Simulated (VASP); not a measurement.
Set up this calculation in VASP 6.6.1, as the native input.

| Item | Value |
| --- | --- |
| Task | single point |
| Functional | HSE06 |
| Potentials or basis | VASP PAW PBE potentials, release 64 (Rb_sv, Br) |
| Cutoff | 520 eV |
| k mesh | 4 × 4 × 4 |
| Occupations | gaussian, width 0.01 eV |
| Spin | no spin polarisation |
| Dipole correction | no |
| Grid for exact exchange (PRECFOCK) | Normal |
| Further INCAR settings | ALGO = Normal; EDIFF = 1e-06; NBANDS = 15 |
| Share of exact exchange | 0.25 |
| Screening parameter | 0.2079 1/Å |

Crystal: RbBr.

```
Rb Br
1.0
     0.00000    3.46083    3.46083
     3.40891    0.00000    3.46083
     3.40891    3.46083    0.00000
Rb Br
1 1
Direct
  0.00000 0.00000 0.00000
  0.50000 0.50000 0.50000
```

This cell differs from its parent crystal: uniaxial x strain -1.5%.

One way to write it, as run:

POSCAR

```
RbBr
1.0
    0.0000000000      3.4608258933      3.4608258933
    3.4089135049      0.0000000000      3.4608258933
    3.4089135049      3.4608258933      0.0000000000
Rb Br
1 1
Direct
    0.0000000000      0.0000000000      0.0000000000
    0.5000000000      0.5000000000      0.5000000000
```

INCAR.step1

```
  PREC = Accurate
  ENCUT = 520
  EDIFF = 1E-5
  ISMEAR = 0
  SIGMA = 0.01
  LREAL = F
  LASPH = T
  NELM = 80
  ALGO = Normal
  ISIF = 2
  LWAVE = T
  GGA = PE
  NBANDS = 15
```

INCAR.step2

```
  PREC = Accurate
  ENCUT = 520
  EDIFF = 1E-6
  ISMEAR = 0
  SIGMA = 0.01
  LREAL = F
  LASPH = T
  NELM = 80
  ALGO = Normal
  ISIF = 2
  LWAVE = F
  LCHARG = T
  GGA = PE
  LHFCALC = T
  HFSCREEN = 0.2079
  PRECFOCK = Normal
  LELF = T
  LVHAR = T
  ISTART = 1
  NBANDS = 15
```

KPOINTS

```
regular mesh
0
Gamma
  4 4 4
```

Potentials or basis: VASP PAW PBE potentials, release 64 (Rb_sv, Br).

Run with:

```sh
$ cat potpaw_PBE.64/Rb_sv/POTCAR potpaw_PBE.64/Br/POTCAR > POTCAR
$ cp INCAR.step1 INCAR
$ mpirun -np 1 vasp_std > vasp.out
$ cp INCAR.step2 INCAR
$ mpirun -np 1 vasp_std > vasp.out
```

It gave:

```
Pressure               : 0.5 GPa
Band gap on the k mesh : 5.47 eV
```

Caveat: the cell differs from its parent crystal (uniaxial x strain -1.5%); the PAW data sets were made with another functional, which shifts forces and pressure a little.

Wall time 13 min on 1 thread of AMD EPYC 7R43 64-Core Processor (Zen 3) (shared host), peak memory 0.29 GiB.
